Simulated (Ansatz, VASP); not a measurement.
One calculation of P, two programs

```xyz
8
Lattice="3.2962 0.0000 0.0000 0.0000 4.4392 0.0000 0.0000 0.0000 21.7462" Properties=species:S:1:pos:R:3 pbc="T T T"
P     1.6481    4.0729    4.5000
P     0.0000    2.5858    4.5000
P     1.6481    0.3663    6.6231
P     0.0000    1.8533    6.6231
P     1.6481    0.3663   10.1031
P     0.0000   -1.1208   10.1031
P     1.6481   -3.3404   12.2262
P     0.0000   -1.8533   12.2262
```

Alike in both runs: task single point; functional PBE; dispersion D3(BJ); k mesh 8 × 6 × 1; occupations gaussian, width 0.05 eV; no spin polarisation.

|  | VASP | Ansatz |
| --- | --- | --- |
| version | VASP 6.6.1 | Ansatz 0.2.0 |
| potentials or method | VASP PAW PBE potentials, release 64 (P), cutoff 520 eV | scalar-relativistic, plane waves, PAW |
| valence electrons in the cell | 40 | 40 |

Ansatz gave:

| Quantity | Value |
| --- | --- |
| gap on the k mesh at the Fermi level (eV) | 0.46 |
| least direct gap on the mesh (eV) | 0.46 |
| rms of the force components (eV/Å) | 0.057 |

Problem. Estimate VASP's values.

Solution. gap on the k mesh at the Fermi level (eV): 0.47; least direct gap on the mesh (eV): 0.47; rms of the force components (eV/Å): 0.040.

Atom by atom the forces differ by 0.031 eV/Å (rms over components).
